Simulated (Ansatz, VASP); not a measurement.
# TiO2 in VASP and in Ansatz

```xyz
6
Lattice="-1.8307 1.8307 5.3155 1.8307 -1.8307 5.3155 1.8307 1.8307 -5.3155" Properties=species:S:1:pos:R:3 pbc="T T T"
Ti    0.0000    0.0000    0.0000
Ti    0.0000    1.8307    2.6577
O     0.0000    0.0000    2.1818
O     0.0000    1.8307    4.8395
O     0.0000    1.8307    0.4760
O     0.0000    0.0000    8.4492
```

Alike in both runs: task single point; functional PBE; k mesh 8 × 8 × 8; occupations gaussian, width 0.05 eV; no spin polarisation; Hubbard terms Ti d U = 4.0 eV.

```csv
,VASP,Ansatz
version,VASP 6.6.1,Ansatz 0.2.0
potentials or method,"VASP PAW PBE potentials, release 64 (Ti_sv, O), cutoff 520 eV","scalar-relativistic, plane waves, PAW"
valence electrons in the cell,48,48
```

Ansatz gave:

* gap on the k mesh at the Fermi level (eV): 2.70
* least direct gap on the mesh (eV): 3.12
* pressure (GPa): 3.4
* traceless stress, the component that is largest in VASP (GPa): -14.18
* rms of the force components (eV/Å): 0.479

Question: Estimate VASP's values.

Answer: gap on the k mesh at the Fermi level (eV): 2.80; least direct gap on the mesh (eV): 3.15; pressure (GPa): 8.0; traceless stress, the component that is largest in VASP (GPa): -16.87; rms of the force components (eV/Å): 0.483.

The programs project onto different local orbitals, so the same U acts differently, and such runs can settle in different states. Atom by atom the forces differ by 0.004 eV/Å (rms over components).
